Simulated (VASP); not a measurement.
# Pd (I4/mmm) in VASP: notebook

The runs below take Pd through electric field gradients, with PBE.

All numbers are computed with VASP 6.6.1; they aren't measurements. Logs are shortened: lines on timing, memory, paths and dates and some standing lists are left out, and cuts for length are marked.

### Step 1. The cell of the first run

Symmetry: I4/mmm, No. 139, tetragonal system. Conventional cell: a = 2.723 Å, b = 2.723 Å, c = 3.890 Å, α = 90.00°, β = 90.00°, γ = 90.00°. Pd (site symmetry 4/mmm) has 12 Pd at 2.72 to 2.74 Å within 3.6 Å.

### Step 2. Electric field gradients, PBE (equal xx and yy strain of -1 %)

Input file INCAR:

```
SYSTEM = Pd
PREC = Accurate
ENCUT = 520
EDIFF = 1E-8
ISMEAR = -1
SIGMA = 0.05
LREAL = .FALSE.
LASPH = .TRUE.
NELM = 60
ALGO = Normal
ISIF = 2
LWAVE = .FALSE.
LCHARG = .FALSE.
GGA = PE
LEFG = .TRUE.
NBANDS = 11
```

Input file KPOINTS:

```
Automatic mesh
0
G
  18 18 18
  0 0 0
```

Input file POSCAR:

```
Pd
1.0
    0.0000000000      1.9254510000      1.9449000000
    1.9254510000      0.0000000000      1.9449000000
    1.9254510000      1.9254510000      0.0000000000
Pd
1
Direct
    0.0000000000      0.0000000000      0.0000000000
```

Potentials or basis: VASP PAW PBE potentials, release 64 (Pd).

Command:

```bash
$ cat potpaw_PBE.64/Pd/POTCAR > POTCAR
$ mpirun -np 1 vasp_std > vasp.out
```

OUTCAR:

```text
SYSTEM = Pd
   PREC = Accurate
   ENCUT = 520
   EDIFF = 1E-8
   ISMEAR = -1
   LREAL = .FALSE.
   LASPH = .TRUE.
   NELM = 60
   ISIF = 2
   GGA = PE

 ion  position               nearest neighbor table
   1  0.000  0.000  0.000-

  LATTYP: Found a body centered tetragonal cell.
 ALAT       =     2.7229989179
 C/A-ratio  =     1.4284985479

  Lattice vectors:

 A1 = (  -1.9254510000,   0.0000000000,   1.9449000000)
 A2 = (   1.9254510000,   0.0000000000,   1.9449000000)
 A3 = (   0.0000000000,   1.9254510000,  -1.9449000000)

Analysis of symmetry for initial positions (statically):
=====================================================================
 Subroutine PRICEL returns:
 Original cell was already a primitive cell.

 Routine SETGRP: Setting up the symmetry group for a
 body centered tetragonal supercell.

 Subroutine GETGRP returns: Found 16 space group operations
 (whereof 16 operations were pure point group operations)
 out of a pool of 16 trial point group operations.

The static configuration has the point symmetry D_4h.

Analysis of symmetry for dynamics (positions and initial velocities):
=====================================================================
 Subroutine PRICEL returns:
 Original cell was already a primitive cell.

 Routine SETGRP: Setting up the symmetry group for a
 body centered tetragonal supercell.

 Subroutine GETGRP returns: Found 16 space group operations
 (whereof 16 operations were pure point group operations)
 out of a pool of 16 trial point group operations.

The dynamic configuration has the point symmetry D_4h.

 Subroutine INISYM returns: Found 16 space group operations
 (whereof 16 operations are pure point group operations),
 and found     1 'primitive' translations

----------------------------------------------------------------------------------------

                                     Primitive cell

  volume of cell :      14.4209

  direct lattice vectors                    reciprocal lattice vectors
     0.000000000  1.925451000  1.944900000    -0.259679421  0.259679421  0.257082626
     1.925451000  0.000000000  1.944900000     0.259679421 -0.259679421  0.257082626
     1.925451000  1.925451000  0.000000000     0.259679421  0.259679421 -0.257082626

  length of vectors
     2.736785992  2.736785992  2.722998918     0.448283704  0.448283704  0.448283704
[... 117 lines left out ...]

 Free energy of the ion-electron system (eV)
  ---------------------------------------------------
  ext. energy  EPLUGINS =         0.00000000
  ---------------------------------------------------
  free energy    TOTEN  =        -5.19920094 eV

  energy without entropy =       -5.18165986  energy(sigma->0) =       -5.19043040

 E-fermi :  10.1718     XC(G=0): -13.3267

 val. band max:       10.1688331155   @ k =   0.3889   0.0000   0.0556
 cond. band min:      10.1741795601   @ k =   0.5000   0.1667   0.0000
 fundamental gap:      0.0053464446
 Fermi energy:        10.1718033793

 k-point     1 :       0.0000    0.0000    0.0000
  band No.  band energies     occupation
      1       2.8535      2.00000
      2       7.1608      2.00000
      3       7.2585      2.00000
      4       7.2585      2.00000
      5       8.8450      2.00000
      6       8.9471      2.00000
      7      27.3724      0.00000
      8      32.1110      0.00000
      9      32.3621      0.00000
     10      32.3621      0.00000
     11      36.3096      0.00000
[... 309 lines left out ...]
 k-point    24 :      -0.2222    0.0556    0.0000
  band No.  band energies     occupation
      1       4.5908      2.00000
      2       7.0013      2.00000
      3       7.5192      2.00000
      4       7.6360      2.00000
      5       8.7882      2.00000
      6       9.3021      2.00000
      7      25.2735      0.00000
      8      28.4690      0.00000
      9      32.6054      0.00000
     10      35.0125      0.00000
     11      35.5060      0.00000

 [... further k-points ...]
[... 5 lines left out ...]
  --------------------------------------------------------------------------------------
  -------------------------------------------------------------------------------------
  Total        1.0699861      1.0699861      1.0076901      0.0000000     -0.0000000      0.0000000
  in kB      118.8766345    118.8766345    111.9554815      0.0000000     -0.0000000      0.0000000
  external PRESSURE =     116.5695835 kB  Pullay stress =       0.0000000 kB

 VOLUME and BASIS-vectors are now :
 -----------------------------------------------------------------------------
  energy-cutoff  :      520.00
  volume of cell :       14.42
      direct lattice vectors                 reciprocal lattice vectors
     0.000000000  1.925451000  1.944900000    -0.259679421  0.259679421  0.257082626
     1.925451000  0.000000000  1.944900000     0.259679421 -0.259679421  0.257082626
     1.925451000  1.925451000  0.000000000     0.259679421  0.259679421 -0.257082626

 POSITION                                       TOTAL-FORCE (eV/Angst)
 -----------------------------------------------------------------------------------
      0.00000      0.00000      0.00000         0.000000      0.000000      0.000000
 -----------------------------------------------------------------------------------
    total drift:                               -0.000000     -0.000000     -0.000000

  FREE ENERGIE OF THE ION-ELECTRON SYSTEM (eV)
  ---------------------------------------------------
  free  energy   TOTEN  =        -5.1992009417 eV

  energy  without entropy=       -5.1816598611  energy(sigma->0) =       -5.19043040

 Electric field gradients (V/A^2)
---------------------------------------------------------------------
 ion       V_xx      V_yy      V_zz      V_xy      V_xz      V_yz
---------------------------------------------------------------------
   1       0.584     0.584    -1.167     0.001     0.000     0.000
---------------------------------------------------------------------

 Electric field gradients after diagonalization (V/A^2)
 (convention: |V_zz| > |V_xx| > |V_yy|)
----------------------------------------------------------------------
 ion       V_xx      V_yy      V_zz     asymmetry (V_yy - V_xx)/ V_zz
----------------------------------------------------------------------
   1       0.584     0.583    -1.167       0.001
----------------------------------------------------------------------

           NMR quadrupolar parameters

 Cq : quadrupolar parameter    Cq=e*Q*V_zz/h
 eta: asymmetry parameters     (V_yy - V_xx)/ V_zz
 Q  : nuclear electric quadrupole moment in mb (millibarn)
----------------------------------------------------------------------
 ion       Cq(MHz)       eta       Q (mb)
----------------------------------------------------------------------
   1      -0.003       0.001       1.000
----------------------------------------------------------------------
```

stdout:

```text
POSCAR found type information on POSCAR Pd
 POSCAR found :  1 types and       1 ions
 scaLAPACK will be used
 LDA part: xc-table for (Slater+PW92), standard interpolation
 POSCAR, INCAR and KPOINTS ok, starting setup
 FFT: planning ... GRIDC
 FFT: planning ... GRID_SOFT
 FFT: planning ... GRID
 WAVECAR not read
 entering main loop
ion   1
```

Run time: 69 s. Hardware: 1 thread of AMD EPYC 7R43 (Zen 3), shared host; peak memory 0.15 GiB.

Results:

| Quantity | Value |
| --- | --- |
| Free energy | -5.1992 eV |
| Pressure | 11.7 GPa |
| Band gap on the k mesh | zero (band 5 reaches 10.51 eV, above the bottom of band 6 at 8.86 eV) |

Stress tensor (GPa, compression positive):
```
11.89  0.00  0.00
 0.00 11.89  0.00
 0.00  0.00 11.20
```

Electric field gradients, principal values (V/Å²):
```csv
atom,least,middle,greatest (by size)
1 Pd,0.583,0.584,-1.167
```

Caveat: the cell differs from its parent crystal (equal xx and yy strain of -1 %); without QUAD_EFG the Cq values of the log hold for a quadrupole moment of 1 mb, not for the nuclei.

### Step 3. Electric field gradients, PBE (equal xx and yy strain of -1 %)

Input file INCAR:

```
PREC = Accurate
ENCUT = 520
EDIFF = 1E-8
ISMEAR = -1
SIGMA = 0.05
LREAL = False
LASPH = True
NELM = 60
ALGO = Normal
ISIF = 2
LWAVE = False
LCHARG = False
GGA = PE
LEFG = True
NBANDS = 11
```

Input file KPOINTS:

```
Automatic mesh
0
Gamma
  18 18 18
```

POSCAR is that of step 2.

Potentials or basis: VASP PAW PBE potentials, release 64 (Pd).

Command:

```bash
$ cat potpaw_PBE.64/Pd/POTCAR > POTCAR
$ mpirun -np 1 vasp_std > vasp.out
```

OUTCAR:

```text
PREC = Accurate
   ENCUT = 520
   EDIFF = 1E-8
   ISMEAR = -1
   LREAL = False
   LASPH = True
   NELM = 60
   ISIF = 2
   GGA = PE

 ion  position               nearest neighbor table
   1  0.000  0.000  0.000-

  LATTYP: Found a body centered tetragonal cell.
 ALAT       =     2.7229989179
 C/A-ratio  =     1.4284985479

  Lattice vectors:

 A1 = (  -1.9254510000,   0.0000000000,   1.9449000000)
 A2 = (   1.9254510000,   0.0000000000,   1.9449000000)
 A3 = (   0.0000000000,   1.9254510000,  -1.9449000000)

Analysis of symmetry for initial positions (statically):
=====================================================================
 Subroutine PRICEL returns:
 Original cell was already a primitive cell.

 Routine SETGRP: Setting up the symmetry group for a
 body centered tetragonal supercell.

 Subroutine GETGRP returns: Found 16 space group operations
 (whereof 16 operations were pure point group operations)
 out of a pool of 16 trial point group operations.

The static configuration has the point symmetry D_4h.

Analysis of symmetry for dynamics (positions and initial velocities):
=====================================================================
 Subroutine PRICEL returns:
 Original cell was already a primitive cell.

 Routine SETGRP: Setting up the symmetry group for a
 body centered tetragonal supercell.

 Subroutine GETGRP returns: Found 16 space group operations
 (whereof 16 operations were pure point group operations)
 out of a pool of 16 trial point group operations.

The dynamic configuration has the point symmetry D_4h.

 Subroutine INISYM returns: Found 16 space group operations
 (whereof 16 operations are pure point group operations),
 and found     1 'primitive' translations

----------------------------------------------------------------------------------------

                                     Primitive cell

  volume of cell :      14.4209

  direct lattice vectors                    reciprocal lattice vectors
     0.000000000  1.925451000  1.944900000    -0.259679421  0.259679421  0.257082626
     1.925451000  0.000000000  1.944900000     0.259679421 -0.259679421  0.257082626
     1.925451000  1.925451000  0.000000000     0.259679421  0.259679421 -0.257082626

  length of vectors
     2.736785992  2.736785992  2.722998918     0.448283704  0.448283704  0.448283704

  position of ions in fractional coordinates (direct lattice)
     0.000000000  0.000000000  0.000000000

  ion indices of the primitive-cell ions
   primitive index   ion index
                 1           1

----------------------------------------------------------------------------------------

 KPOINTS: Automatic mesh

Automatic generation of k-mesh.
 Grid dimensions read from file:
 generate k-points for:   18   18   18

 Generating k-lattice:

[... 58 lines left out ...]
   LASPH  =      T    aspherical Exc in radial PAW
   ENCUT  =  520.0 eV  38.22 Ry    6.18 a.u.   5.09  5.09  5.06*2*pi/ulx,y,z
   NELM   =     60;   NELMIN=  2; NELMDL= -5     # of ELM steps
   EDIFF  = 0.1E-07   stopping-criterion for ELM
   LREAL  =      F    real-space projection
   EDIFFG = 0.1E-06   stopping-criterion for IOM
   NSW    =      0    number of steps for IOM
   IBRION =     -1    ionic relax: 0-MD 1-quasi-New 2-CG
   NFREE  =      0    steps in history (QN), initial steepest desc. (CG)
   ISIF   =      2    stress and relaxation
   ISYM   =      2    0-nonsym 1-usesym 2-fastsym
   POTIM  = 0.5000    time-step for ionic-motion
   TEBEG  =    0.0;   TEEND  =   0.0 temperature during run
   PSTRESS=    0.0 pullay stress
   NELECT =      10.0000    total number of electrons
   NUPDOWN=      -1.0000    fix difference up-down
   EMIN   =  10.00;   EMAX   =-10.00  energy-range for DOS
   EFERMI =   0.00;   METHOD = LEGACY
   ISMEAR =    -1;   SIGMA  =   0.05  broadening in eV -4-tet -1-fermi 0-gaus
   EFERMI_NEDOS =   21; number of points for ismear=-14 and -15
   IALGO  =     38    algorithm
   IMIX   =      4    mixing-type and parameters
     AMIX     =   0.40;   BMIX     =  1.00
     AMIX_MAG =   1.60;   BMIX_MAG =  1.00
  volume/ion in A,a.u.               =      14.42        97.32
  Fermi-wavevector in a.u.,A,eV,Ry     =   1.449030  2.738270 28.567995  2.099688
  Thomas-Fermi vector in A             =   2.566803
   LORBIT       =      0    0 simple, 1 ext, 2 COOP (PROOUT), +10 PAW based schemes
   GGA     = PE    functional components
[... 5 lines left out ...]
 non-spin polarized calculation
  energy-cutoff  :      520.00
  volume of cell :       14.42
 maximum number of plane-waves:       399
   NGX = 11   NGY = 11   NGZ = 11

 number of electron      10.0000003 magnetization

 Free energy of the ion-electron system (eV)
  ---------------------------------------------------
  ext. energy  EPLUGINS =         0.00000000
  ---------------------------------------------------
  free energy    TOTEN  =        -5.19920094 eV

  energy without entropy =       -5.18165986  energy(sigma->0) =       -5.19043040

 E-fermi :  10.1718     XC(G=0): -13.3267

 val. band max:       10.1688331155   @ k =   0.3889   0.0000   0.0556
 cond. band min:      10.1741795601   @ k =   0.5000   0.1667   0.0000
 fundamental gap:      0.0053464446
 Fermi energy:        10.1718033793

 k-point     1 :       0.0000    0.0000    0.0000
  band No.  band energies     occupation
      1       2.8535      2.00000
      2       7.1608      2.00000
      3       7.2585      2.00000
      4       7.2585      2.00000
      5       8.8450      2.00000
      6       8.9471      2.00000
      7      27.3724      0.00000
      8      32.1110      0.00000
      9      32.3621      0.00000
     10      32.3621      0.00000
     11      36.3096      0.00000
[... 309 lines left out ...]
 k-point    24 :      -0.2222    0.0556    0.0000
  band No.  band energies     occupation
      1       4.5908      2.00000
      2       7.0013      2.00000
      3       7.5192      2.00000
      4       7.6360      2.00000
      5       8.7882      2.00000
      6       9.3021      2.00000
      7      25.2735      0.00000
      8      28.4690      0.00000
      9      32.6054      0.00000
     10      35.0125      0.00000
     11      35.5060      0.00000

 [... further k-points ...]
[... 5 lines left out ...]
  --------------------------------------------------------------------------------------
  -------------------------------------------------------------------------------------
  Total        1.0699861      1.0699861      1.0076901      0.0000000     -0.0000000      0.0000000
  in kB      118.8766345    118.8766345    111.9554815      0.0000000     -0.0000000      0.0000000
  external PRESSURE =     116.5695835 kB  Pullay stress =       0.0000000 kB

 VOLUME and BASIS-vectors are now :
 -----------------------------------------------------------------------------
  energy-cutoff  :      520.00
  volume of cell :       14.42
      direct lattice vectors                 reciprocal lattice vectors
     0.000000000  1.925451000  1.944900000    -0.259679421  0.259679421  0.257082626
     1.925451000  0.000000000  1.944900000     0.259679421 -0.259679421  0.257082626
     1.925451000  1.925451000  0.000000000     0.259679421  0.259679421 -0.257082626

 POSITION                                       TOTAL-FORCE (eV/Angst)
 -----------------------------------------------------------------------------------
      0.00000      0.00000      0.00000         0.000000      0.000000      0.000000
 -----------------------------------------------------------------------------------
    total drift:                               -0.000000     -0.000000     -0.000000

  FREE ENERGIE OF THE ION-ELECTRON SYSTEM (eV)
  ---------------------------------------------------
  free  energy   TOTEN  =        -5.1992009417 eV

  energy  without entropy=       -5.1816598611  energy(sigma->0) =       -5.19043040

 Electric field gradients (V/A^2)
---------------------------------------------------------------------
 ion       V_xx      V_yy      V_zz      V_xy      V_xz      V_yz
---------------------------------------------------------------------
   1       0.584     0.584    -1.167     0.001     0.000     0.000
---------------------------------------------------------------------

 Electric field gradients after diagonalization (V/A^2)
 (convention: |V_zz| > |V_xx| > |V_yy|)
----------------------------------------------------------------------
 ion       V_xx      V_yy      V_zz     asymmetry (V_yy - V_xx)/ V_zz
----------------------------------------------------------------------
   1       0.584     0.583    -1.167       0.001
----------------------------------------------------------------------

           NMR quadrupolar parameters

 Cq : quadrupolar parameter    Cq=e*Q*V_zz/h
 eta: asymmetry parameters     (V_yy - V_xx)/ V_zz
 Q  : nuclear electric quadrupole moment in mb (millibarn)
----------------------------------------------------------------------
 ion       Cq(MHz)       eta       Q (mb)
----------------------------------------------------------------------
   1      -0.003       0.001       1.000
----------------------------------------------------------------------
```

OSZICAR:

```text
N       E                     dE             d eps       ncg     rms          rms(c)
DAV:   1     0.428331309641E+02    0.42833E+02   -0.51640E+03 10624   0.853E+02
DAV:   2    -0.490665953143E+01   -0.47740E+02   -0.46272E+02 11846   0.184E+02
DAV:   3    -0.548034407791E+01   -0.57368E+00   -0.57109E+00 12682   0.214E+01
DAV:   4    -0.548272316730E+01   -0.23791E-02   -0.23788E-02 12817   0.146E+00
DAV:   5    -0.548274740601E+01   -0.24239E-04   -0.24239E-04 13894   0.132E-01    0.829E+00
DAV:   6    -0.521499540248E+01    0.26775E+00   -0.10372E+00 13068   0.837E+00    0.408E+00
DAV:   7    -0.520317993349E+01    0.11815E-01   -0.31107E-02 14010   0.117E+00    0.205E+00
DAV:   8    -0.519923090063E+01    0.39490E-02   -0.16772E-03 13195   0.375E-01    0.101E-01
DAV:   9    -0.519919714327E+01    0.33757E-04   -0.19908E-04 13316   0.120E-01    0.274E-02
DAV:  10    -0.519920182579E+01   -0.46825E-05   -0.10001E-05 13229   0.282E-02    0.926E-03
DAV:  11    -0.519920093435E+01    0.89144E-06   -0.12020E-07 13702   0.352E-03    0.665E-04
DAV:  12    -0.519920094170E+01   -0.73477E-08   -0.28408E-09 10572   0.493E-04
   1 F= -.51992009E+01 E0= -.51904304E+01  d E =-.175411E-01
```

stdout:

```text
POSCAR found type information on POSCAR Pd
 POSCAR found :  1 types and       1 ions
 scaLAPACK will be used
 LDA part: xc-table for (Slater+PW92), standard interpolation
 POSCAR, INCAR and KPOINTS ok, starting setup
 FFT: planning ... GRIDC
 FFT: planning ... GRID_SOFT
 FFT: planning ... GRID
 WAVECAR not read
 entering main loop
ion   1
```

Wall time 69 s (1 thread of AMD EPYC 7R43 (Zen 3), shared host); peak memory 0.15 GiB.

Results:

```
Free energy            : -5.1992 eV
Pressure               : 11.7 GPa
Band gap on the k mesh : zero (band 5 reaches 10.51 eV, above the bottom of band 6 at 8.86 eV)
```

Levels at points of the mesh, in eV from the Fermi level:
```tsv
k point	band 2	band 3	band 4	band 5	band 6	band 7	band 8	band 9
(0.00, 0.00, 0.00)	-3.01	-2.91	-2.91	-1.33	-1.22	17.20	21.94	22.19
(0.50, 0.00, 0.00)	-3.04	-2.95	-0.05	-0.01	0.96	7.50	16.56	21.23
(0.50, 0.50, 0.00)	-5.29	-0.05	0.30	0.30	3.21	10.83	13.46	13.46
(0.50, 0.00, 0.50)	-5.29	-0.06	0.27	0.34	3.41	11.10	13.24	13.30
```

Electric field gradients, principal values (V/Å²):
```csv
atom,least,middle,greatest (by size)
1 Pd,0.583,0.584,-1.167
```

Caveat: the cell differs from its parent crystal (equal xx and yy strain of -1 %); without QUAD_EFG the Cq values of the log hold for a quadrupole moment of 1 mb, not for the nuclei.
